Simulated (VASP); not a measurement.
# Zr3H (P3m1) in VASP: further runs, part 2 of 2

VASP 6.6.1. The steps go on from the part before.

**3. Relaxation of cell and atoms, PBE**

This run uses another cell than the first one, of 18.47 Å³/atom.

INCAR

```
  PREC = Accurate
  ENCUT = 600
  EDIFF = 1E-6
  ISMEAR = 0
  SIGMA = 0.1
  LREAL = False
  LASPH = True
  NELM = 80
  ALGO = Normal
  ISIF = 3
  LWAVE = False
  LCHARG = False
  GGA = PE
  IBRION = 2
  NSW = 100
  EDIFFG = -0.01
```

KPOINTS

```
Automatic mesh
0
Gamma
  12 12 6
```

POSCAR

```
Zr3H
1.0
    3.2567752043      0.0000000000      0.0000000000
   -1.6283876021      2.8204500613      0.0000000000
    0.0000000000      0.0000000000      8.0409579400
Zr H
3 1
Direct
    0.0000000000      0.0000000000      0.9901969271
    0.3333333333      0.6666666667      0.3460390551
    0.6666666667      0.3333333333      0.6683542227
    0.0000000000      0.0000000000      0.2454097952
```

Potentials or basis: VASP PAW PBE potentials, release 64 (Zr_sv, H).

The run is started by

```
$ cat potpaw_PBE.64/Zr_sv/POTCAR potpaw_PBE.64/H/POTCAR > POTCAR
$ mpirun -np 1 vasp_std > vasp.out
```

OUTCAR:

```text
PREC = Accurate
   ENCUT = 600
   EDIFF = 1E-6
   ISMEAR = 0
   LREAL = False
   LASPH = True
   NELM = 80
   ISIF = 3
   GGA = PE
   IBRION = 2
   NSW = 100
   EDIFFG = -0.01

 ion  position               nearest neighbor table
   1  0.000  0.000  0.990-   4 2.05   3 3.20   3 3.20   3 3.20   2 3.42   2 3.42   2 3.42
   2  0.333  0.667  0.346-   4 2.05   4 2.05   4 2.05   3 3.20   3 3.20   3 3.20   1 3.42   1 3.42
                             1 3.42
   3  0.667  0.333  0.668-   1 3.20   1 3.20   1 3.20   2 3.20   2 3.20   2 3.20
   4  0.000  0.000  0.245-   2 2.05   2 2.05   2 2.05   1 2.05

  LATTYP: Found a hexagonal cell.
 ALAT       =     3.2567752043
 C/A-ratio  =     2.4689938469

  Lattice vectors:

 A1 = (   3.2567752043,   0.0000000000,   0.0000000000)
 A2 = (  -1.6283876021,   2.8204500613,   0.0000000000)
 A3 = (   0.0000000000,   0.0000000000,   8.0409579400)

Analysis of symmetry for initial positions (statically):
=====================================================================
 Subroutine PRICEL returns:
 Original cell was already a primitive cell.

[... 176 lines left out ...]

------------------------ aborting loop because EDIFF is reached ----------------------------------------

  FORCE on cell =-STRESS in cart. coord.  units (eV):
  Direction    XX          YY          ZZ          XY          YZ          ZX
  --------------------------------------------------------------------------------------
  -------------------------------------------------------------------------------------
  Total        0.0259697      0.0259697     -0.2427416      0.0000000     -0.0000000     -0.0000000
  in kB        0.5633307      0.5633307     -5.2655141      0.0000000     -0.0000000     -0.0000000
  external PRESSURE =      -1.3796175 kB  Pullay stress =       0.0000000 kB
[... 291 lines left out ...]
--------------------------------------- Ionic step        9  -------------------------------------------

 number of electron      37.0000000 magnetization

 Free energy of the ion-electron system (eV)
  ---------------------------------------------------
  ext. energy  EPLUGINS =         0.00000000
  ---------------------------------------------------
  free energy    TOTEN  =       -29.50045734 eV

  energy without entropy =      -29.47894927  energy(sigma->0) =      -29.48970330

 E-fermi :   8.4154     XC(G=0): -10.9905

 val. band max:        8.4153835430   @ k =  -0.2500  -0.4167   0.1667
 cond. band min:       8.4183137234   @ k =   0.0000   0.1667   0.1667
 fundamental gap:      0.0029301804
 Fermi energy:         8.4154031868

 k-point     1 :       0.0000    0.0000    0.0000
  band No.  band energies     occupation
      1     -40.3816      2.00000
      2     -40.2927      2.00000
      3     -40.1582      2.00000
      4     -18.6070      2.00000
      5     -18.5495      2.00000
      6     -18.0637      2.00000
[... 589 lines left out ...]
     21       9.5477      0.00000
     22       9.6143      0.00000

 [... further k-points ...]
[... 5 lines left out ...]
  --------------------------------------------------------------------------------------
  -------------------------------------------------------------------------------------
  Total       -0.0316709     -0.0316709      0.0063067     -0.0000000      0.0000000      0.0000000
  in kB       -0.6879367     -0.6879367      0.1369900     -0.0000000      0.0000000      0.0000000
  external PRESSURE =      -0.4129611 kB  Pullay stress =       0.0000000 kB
[... 19 lines left out ...]
  FREE ENERGIE OF THE ION-ELECTRON SYSTEM (eV)
  ---------------------------------------------------
  free  energy   TOTEN  =       -29.5004573382 eV

  energy  without entropy=      -29.4789492717  energy(sigma->0) =      -29.48970330

 reached required accuracy - stopping structural energy minimisation
```

Run time: 6.8 min. Hardware: 1 thread of Intel Xeon 6975P-C (Granite Rapids), shared host; peak memory 0.33 GiB.

What came out:

```yaml
Free_energy: -29.5005 eV
Relaxed_volume: 18.44 Å³/atom
Relaxed_cell: a = 3.259 Å, b = 3.259 Å, c = 8.020 Å, α = 90.00°, β = 90.00°, γ = 120.00°
Space_group_after_relaxing_to_0.1_Å: P3m1 (No. 156)
Energy_gained_by_relaxing: 0.2 meV/atom
Ionic_steps: 9
Pressure_after_relaxing: 0.0 GPa
Largest_force_after_relaxing: 0.004 eV/Å
Band_gap_on_the_k_mesh: zero (an odd number of electrons rules out a gap without spin polarisation)
```

Forces on the atoms (eV/Å):
```
Zr   0.000  0.000  0.002
Zr   0.000  0.000 -0.002
Zr   0.000  0.000  0.004
H    0.000  0.000 -0.004
```

The path:
| step | energy change (eV) | largest force (eV/Å) | pressure (GPa) | volume (Å³) |
| --- | --- | --- | --- | --- |
| 1 | 0.0000 | 0.0649 | -0.14 | 73.86 |
| 2 | -0.0006 | 0.0356 | 0.07 | 73.69 |
| 3 | -0.0006 | 0.0319 | 0.09 | 73.67 |
| 4 | -0.0007 | 0.0152 | -0.03 | 73.76 |
| 5 | -0.0007 | 0.0114 | -0.04 | 73.79 |
| 6 | -0.0007 | 0.0053 | -0.07 | 73.83 |
| 7 | -0.0007 | 0.0094 | -0.10 | 73.80 |
| 8 | -0.0007 | 0.0097 | -0.09 | 73.79 |
| 9 | -0.0008 | 0.0042 | -0.04 | 73.76 |

Final structure:
```
CELL_PARAMETERS angstrom
3.25873 0.00000 0.00000
-1.62937 2.82214 0.00000
0.00000 0.00000 8.02037
ATOMIC_POSITIONS crystal
Zr 0.00000 0.00000 0.99002
Zr 0.33333 0.66667 0.34703
Zr 0.66667 0.33333 0.66837
H 0.00000 0.00000 0.24458
```
